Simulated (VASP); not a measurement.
A run of VASP 6.6.1:

Contents of INCAR:

```
SYSTEM = V
PREC = Accurate
ENCUT = 500
EDIFF = 1E-6
ISMEAR = -1
SIGMA = 0.02
LREAL = .False.
LASPH = .True.
NELM = 200
ALGO = Normal
ISIF = 2
LWAVE = .False.
LCHARG = .True.
ISPIN = 2
MAGMOM = 1.2 -1.2
LORBIT = 11
LMAXMIX = 4
GGA = PE
IVDW = 12
LELF = .True.
LVHAR = .True.
NBANDS = 24
GGA_COMPAT = .False.
```

Contents of KPOINTS:

```
Automatic mesh
0
Gamma
  13 13 13
  0 0 0
```

Contents of POSCAR:

```
V
1.0
   -3.0287000000      3.0287000000      3.0287000000
    1.5143500000     -1.5143500000      1.5143500000
    1.5143500000      1.5143500000     -1.5143500000
V
2
Direct
    0.0000000000      0.0000000000      0.0000000000
    0.5000000000      0.0000000000      0.0000000000
```

Potentials or basis: VASP PAW PBE potentials, release 64 (V_sv).

Command:

```sh
$ cat potpaw_PBE.64/V_sv/POTCAR > POTCAR
$ mpirun -np 1 vasp_std > vasp.out
```

Hardware: 1 thread of Intel Xeon 8259CL, with other jobs on the host.

Task: Estimate the wall time of this run.

Result: Run time: 10 min on 1 thread of Intel Xeon 8259CL, on a shared host, peak memory 0.39 GiB. Counts: scf iterations 16, k points 343.
